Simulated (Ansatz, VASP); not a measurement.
**One calculation of TiC, two programs**

The input INCAR:

```
SYSTEM = TiC
PREC = Accurate
ENCUT = 520
EDIFF = 1E-7
ISMEAR = 0
SIGMA = 0.15
LREAL = .FALSE.
LASPH = .TRUE.
NELM = 80
ALGO = Normal
ISIF = 2
LWAVE = .FALSE.
LCHARG = .FALSE.
GGA = PS
NBANDS = 15
```

KPOINTS

```
Automatic mesh
0
G
  18 18 18
  0 0 0
```

The input POSCAR:

```
TiC
1.0
    0.0000000000      2.1099000000      2.1640000000
    2.2181000000      0.0000000000      2.1640000000
    2.2181000000      2.1099000000      0.0000000000
Ti C
1 1
Direct
    0.0000000000      0.0000000000      0.0000000000
    0.5000000000      0.5000000000      0.5000000000
```

Input for Ansatz:

```yaml
crystal:
  lattice:
    - [0.0, 2.1099, 2.164]
    - [2.2181, 0.0, 2.164]
    - [2.2181, 2.1099, 0.0]
  atoms:
    - { symbol: Ti, position: [0.0, 0.0, 0.0] }
    - { symbol: C, position: [0.5, 0.5, 0.5] }
basis:
  ecutwfc: 420
kpoints:
  mp_grid: { grid: [18, 18, 18] }
hamiltonian:
  xc: pbesol
scf:
  occupations: { method: gaussian, width: 0.15 }
output:
  forces: true
  stress: true
  eigenvalues: true
```

Change from the starting cell: strain +0.0250 x Voigt [1, -1, 0, 0, 0, 0], atoms carried along.

Alike in both runs: task single point; functional PBEsol; k mesh 18 × 18 × 18; occupations gaussian, width 0.15 eV; no spin polarisation.

```csv
,VASP,Ansatz
version,VASP 6.6.1,Ansatz 0.2.0
potentials or method,"VASP PAW PBE potentials, release 64 (Ti_sv, C), cutoff 520 eV","scalar-relativistic, plane waves, PAW"
valence electrons in the cell,16,16
```

|  | VASP | Ansatz | Ansatz less VASP |
| --- | --- | --- | --- |
| gap on the k mesh at the Fermi level (eV) | none | none | - |
| pressure (GPa) | -4.8 | -5.1 | -0.25 |
| traceless stress, the component that is largest in VASP (GPa) | 10.26 | 10.22 | -0.037 |

VASP's potentials were made for PBE, not for PBEsol. A gap of «none» marks a metal or a gap that the smearing closes.
